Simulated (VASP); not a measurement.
Input of a VASP 6.6.1 run:

Contents of INCAR:

```
ALGO = Normal
EDIFF = 1E-8
ENCUT = 520
GGA = PE
IBRION = 8
ISIF = 2
ISMEAR = 0
LASPH = T
LCHARG = F
LEPSILON = T
LREAL = F
LWAVE = F
NBANDS = 15
NELM = 80
NSW = 1
PREC = Accurate
SIGMA = 0.01
```

File KPOINTS:

```
k-points
0
Gamma
  8 8 8
```

Contents of POSCAR:

```
CaO
1.0
    0.0000000000      2.4153910056      2.4153910056
    2.4153910056      0.0000000000      2.4153910056
    2.4153910056      2.4153910056      0.0000000000
Ca O
1 1
Direct
    0.0000000000      0.0000000000      0.0000000000
    0.5000000000      0.5000000000      0.5000000000
```

Potentials or basis: VASP PAW PBE potentials, release 64 (Ca_sv, O).

Command:

```sh
$ cat potpaw_PBE.64/Ca_sv/POTCAR potpaw_PBE.64/O/POTCAR > POTCAR
$ mpirun -np 1 vasp_std > vasp.out
```

(1) Predict the electronic dielectric tensor (diagonal).

(2) Estimate the Born charges (mean of the diagonal).

(3) Predict the highest phonon frequency at Γ, LO-TO splitting left out.

## Answers

(1) 3.79.

(2) Ca +2.35; O -2.35 e.

(3) 262 cm⁻¹.
